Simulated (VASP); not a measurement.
# Gd (Im-3m) in VASP: a series of runs, part 2 of 2

VASP 6.6.1. Earlier steps stand in the parts before.

### Step 3. Single point, PBEsol, collinear spin, ferromagnetic start

This run uses another cell than the first one, of 31.89 Å³/atom, 1.021 times its volume.

File INCAR:

```
SYSTEM = Gd
PREC = Accurate
ENCUT = 520
EDIFF = 1E-6
ISMEAR = -1
SIGMA = 0.05
LREAL = .False.
LASPH = .True.
NELM = 150
ALGO = Normal
ISIF = 2
LWAVE = .False.
LCHARG = .False.
ISPIN = 2
MAGMOM = 7
LORBIT = 11
LMAXMIX = 6
GGA = PS
NBANDS = 19
```

File KPOINTS:

```
regular mesh
0
Gamma
  9 9 9
  0 0 0
```

File POSCAR:

```
Gd
1.0
   -1.9976317802      1.9976317802      1.9976317802
    1.9976317802     -1.9976317802      1.9976317802
    1.9976317802      1.9976317802     -1.9976317802
Gd
1
Direct
    0.0000000000      0.0000000000      0.0000000000
```

Potentials or basis: VASP PAW PBE potentials, release 64 (Gd).

Run with:

```console
$ cat potpaw_PBE.64/Gd/POTCAR > POTCAR
$ mpirun -np 1 vasp_std > vasp.out
```

OUTCAR:

```text
SYSTEM = Gd
   PREC = Accurate
   ENCUT = 520
   EDIFF = 1E-6
   ISMEAR = -1
   LREAL = .False.
   LASPH = .True.
   NELM = 150
   ISIF = 2
   ISPIN = 2
   LORBIT = 11
   GGA = PS

 ion  position               nearest neighbor table
   1  0.000  0.000  0.000-

  LATTYP: Found a body centered cubic cell.
 ALAT       =     3.9952635604

  Lattice vectors:

 A1 = (  -1.9976317802,   1.9976317802,   1.9976317802)
 A2 = (   1.9976317802,  -1.9976317802,   1.9976317802)
 A3 = (   1.9976317802,   1.9976317802,  -1.9976317802)

Analysis of symmetry for initial positions (statically):
=====================================================================
 Subroutine PRICEL returns:
 Original cell was already a primitive cell.

 Routine SETGRP: Setting up the symmetry group for a
 body centered cubic supercell.

 Subroutine GETGRP returns: Found 48 space group operations
 (whereof 48 operations were pure point group operations)
 out of a pool of 48 trial point group operations.

The static configuration has the point symmetry O_h .

Analysis of symmetry for dynamics (positions and initial velocities):
=====================================================================
 Subroutine PRICEL returns:
 Original cell was already a primitive cell.

 Routine SETGRP: Setting up the symmetry group for a
 body centered cubic supercell.

 Subroutine GETGRP returns: Found 48 space group operations
 (whereof 48 operations were pure point group operations)
 out of a pool of 48 trial point group operations.

The dynamic configuration has the point symmetry O_h .

Analysis of structural, dynamic, and magnetic symmetry:
=====================================================================
 Subroutine PRICEL returns:
 Original cell was already a primitive cell.

 Routine SETGRP: Setting up the symmetry group for a
 body centered cubic supercell.

 Subroutine GETGRP returns: Found 48 space group operations
 (whereof 48 operations were pure point group operations)
 out of a pool of 48 trial point group operations.

The overall configuration has the point symmetry O_h .

 Subroutine INISYM returns: Found 48 space group operations
 (whereof 48 operations are pure point group operations),
 and found     1 'primitive' translations

[... 125 lines left out ...]
  volume of cell :       31.89
 maximum number of plane-waves:       887
 NGX is ok and might be reduce to    28
   NGX = 13   NGY = 13   NGZ = 13

 number of electron      17.9999995 magnetization       7.5896389

 Free energy of the ion-electron system (eV)
  ---------------------------------------------------
  ext. energy  EPLUGINS =         0.00000000
  ---------------------------------------------------
  free energy    TOTEN  =       -11.95577980 eV

  energy without entropy =      -11.94180690  energy(sigma->0) =      -11.94879335

 E-fermi :   3.0256     XC(G=0): -10.2774

 val. band max:        3.0060912642   @ k =   0.3333   0.0000   0.0000
 cond. band min:       3.0281821463   @ k =  -0.4444   0.4444   0.2222
 fundamental gap:      0.0220908821
 Fermi energy:         3.0256316851

 spin component 1

 k-point     1 :       0.0000    0.0000    0.0000
  band No.  band energies     occupation
      1     -42.1837      1.00000
      2     -19.1737      1.00000
      3     -19.1737      1.00000
      4     -19.1737      1.00000
      5      -2.1188      1.00000
      6      -1.7756      1.00000
[... 517 lines left out ...]
     18      11.0072      0.00000
     19      13.5023      0.00000

 [... further k-points ...]

 spin component 2

 k-point     1 :       0.0000    0.0000    0.0000
  band No.  band energies     occupation
      1     -38.9718      1.00000
      2     -16.7481      1.00000
      3     -16.7481      1.00000
      4     -16.7481      1.00000
      5      -1.2468      1.00000
      6       3.3945      0.00062
[... 517 lines left out ...]
     18      12.4569      0.00000
     19      14.8049      0.00000

 [... further k-points ...]
[... 5 lines left out ...]
  --------------------------------------------------------------------------------------
  -------------------------------------------------------------------------------------
  Total       -0.1961881     -0.1961881     -0.1961881      0.0000000      0.0000000     -0.0000000
  in kB       -9.8577297     -9.8577297     -9.8577297      0.0000000      0.0000000     -0.0000000
  external PRESSURE =      -9.8577297 kB  Pullay stress =       0.0000000 kB

 VOLUME and BASIS-vectors are now :
 -----------------------------------------------------------------------------
  energy-cutoff  :      520.00
  volume of cell :       31.89
      direct lattice vectors                 reciprocal lattice vectors
    -1.997631780  1.997631780  1.997631780     0.000000000  0.250296378  0.250296378
     1.997631780 -1.997631780  1.997631780     0.250296378  0.000000000  0.250296378
     1.997631780  1.997631780 -1.997631780     0.250296378  0.250296378  0.000000000

 POSITION                                       TOTAL-FORCE (eV/Angst)
 -----------------------------------------------------------------------------------
      0.00000      0.00000      0.00000         0.000000      0.000000     -0.000000
 -----------------------------------------------------------------------------------
    total drift:                                0.000000     -0.000000     -0.000000

  FREE ENERGIE OF THE ION-ELECTRON SYSTEM (eV)
  ---------------------------------------------------
  free  energy   TOTEN  =       -11.9557797998 eV

  energy  without entropy=      -11.9418068975  energy(sigma->0) =      -11.94879335

 total charge

# of ion       s       p       d       f       tot
--------------------------------------------------
    1        2.073   5.540   0.605   6.981  15.199

 magnetization (x)

# of ion       s       p       d       f       tot
--------------------------------------------------
    1        0.003  -0.049   0.236   6.813   7.002
```

OSZICAR:

```text
N       E                     dE             d eps       ncg     rms          rms(c)
DAV:   1     0.100472904632E+03    0.10047E+03   -0.64167E+03  3339   0.482E+03
DAV:   2     0.561940914747E+01   -0.94853E+02   -0.83365E+02  3367   0.332E+02
[... 13 lines left out ...]
DAV:  16    -0.119557726064E+02   -0.18766E-03   -0.15360E-03  4193   0.277E-01    0.202E+00
DAV:  17    -0.119557355012E+02    0.37105E-04   -0.13520E-04  4470   0.196E-01    0.161E+00
DAV:  18    -0.119558747558E+02   -0.13925E-03   -0.35235E-04  3652   0.413E-01    0.492E-01
DAV:  19    -0.119558628421E+02    0.11914E-04   -0.49096E-05  4642   0.717E-02    0.760E-01
DAV:  20    -0.119557821094E+02    0.80733E-04   -0.15959E-04  3328   0.305E-01    0.926E-01
DAV:  21    -0.119557803552E+02    0.17542E-05   -0.29821E-05  4706   0.864E-02    0.656E-01
DAV:  22    -0.119557797998E+02    0.55540E-06   -0.46955E-06  4267   0.228E-02
   1 F= -.11955780E+02 E0= -.11948793E+02  d E =-.139729E-01  mag=     7.5903
```

stdout:

```text
POSCAR found type information on POSCAR Gd
 POSCAR found :  1 types and       1 ions
 scaLAPACK will be used
 -----------------------------------------------------------------------------
|                                                                             |
|                                                                             |
|     You enforced a specific xc type in the INCAR file but a different       |
|     I HOPE YOU KNOW WHAT YOU ARE DOING!                                     |
|                                                                             |
 -----------------------------------------------------------------------------

 LDA part: xc-table for (Slater+PW92), standard interpolation
 POSCAR, INCAR and KPOINTS ok, starting setup
 FFT: planning ... GRIDC
 FFT: planning ... GRID_SOFT
 FFT: planning ... GRID
 WAVECAR not read
 entering main loop
```

Wall time 55 s (1 thread of Intel Xeon 6975P-C (Granite Rapids), shared host); peak memory 0.2 GiB.

Results:

- Free energy: -11.9558 eV
- Pressure: -1.0 GPa
- Net moment: 7.59 μB per cell
- Site moments: Gd +7.00 μB
- Valence electrons inside the program's atomic spheres: Gd 15.20

Caveat: the PAW data sets were made with another functional, which shifts forces and pressure a little; spin-orbit coupling is left out, which moves the levels of the heavy elements. The state reached can hang on the start; a lower one may exist.

### Step 4. Single point, PBEsol, collinear spin, ferromagnetic start

This run uses another cell than the first one, of 32.55 Å³/atom, 1.043 times its volume.

File INCAR:

```
SYSTEM = Gd
  PREC = Accurate
  ENCUT = 520
  EDIFF = 1E-6
  ISMEAR = -1
  SIGMA = 0.05
  LREAL = .False.
  LASPH = .True.
  NELM = 150
  ALGO = Fast
  ISIF = 2
  LWAVE = .False.
  LCHARG = .True.
  ISPIN = 2
  MAGMOM = 7
  LORBIT = 11
  LMAXMIX = 6
  GGA = PS
  LELF = .True.
  LVHAR = .True.
  NBANDS = 19
```

KPOINTS is that of step 3.

File POSCAR:

```
Gd
1.0
   -2.0114089865      2.0114089865      2.0114089865
    2.0114089865     -2.0114089865      2.0114089865
    2.0114089865      2.0114089865     -2.0114089865
Gd
1
Direct
    0.0000000000      0.0000000000      0.0000000000
```

Run with:

```console
$ cat potpaw_PBE.64/Gd/POTCAR > POTCAR
$ mpirun -np 1 vasp_std > vasp.out
```

Wall time 2 min (1 thread of Intel Xeon 6975P-C (Granite Rapids), shared host); peak memory 0.21 GiB.

It converged, with:

```
Free energy                                           : -11.9502 eV
Pressure                                              : -1.7 GPa
Net moment                                            : 7.60 μB per cell
Site moments                                          : Gd +7.00 μB
Valence electrons inside the program's atomic spheres : Gd 15.19
```

Levels at points of the mesh, in eV from the Fermi level:
Spin up:
| k point | band 9 | band 10 | band 11 | band 12 | band 13 | band 14 | band 15 | band 16 | band 17 | band 18 |
| --- | --- | --- | --- | --- | --- | --- | --- | --- | --- | --- |
| (0.00, 0.00, 0.00) | -4.69 | -4.69 | -4.69 | -4.66 | 1.28 | 1.28 | 1.28 | 3.56 | 3.56 | 10.50 |
Spin down:
```csv
k point,band 3,band 4,band 5,band 6,band 7,band 8
"(0.00, 0.00, 0.00)",-19.83,-19.83,-4.25,0.35,0.35,0.35
```

Caveat: the PAW data sets were made with another functional, which shifts forces and pressure a little; spin-orbit coupling is left out, which moves the levels of the heavy elements.

### Step 5. Summary

| cell | gap on the mesh (eV) | pressure (GPa) | moment (μB) |
| --- | --- | --- | --- |
| a = 3.436 Å, angles 109.5°, 1 atom | none | -0.4 | 7.58 |
| a = 3.460 Å, angles 109.5°, 1 atom | none | -1.0 | 7.59 |
| a = 3.484 Å, angles 109.5°, 1 atom | none | -1.7 | 7.60 |

Alike in all rows: task single point; level PBEsol; potentials or basis VASP PAW PBE potentials, release 64 (Gd); spin collinear, ferromagnetic start; k mesh 9 × 9 × 9; cutoff (eV) 520; smearing fermi-dirac 0.05 eV.

Caveats: the PAW data sets were made with another functional, which shifts forces and pressure a little; spin-orbit coupling is left out, which moves the levels of the heavy elements.

Total energies depend on the potentials used, so only differences within one code and one set of settings carry meaning.
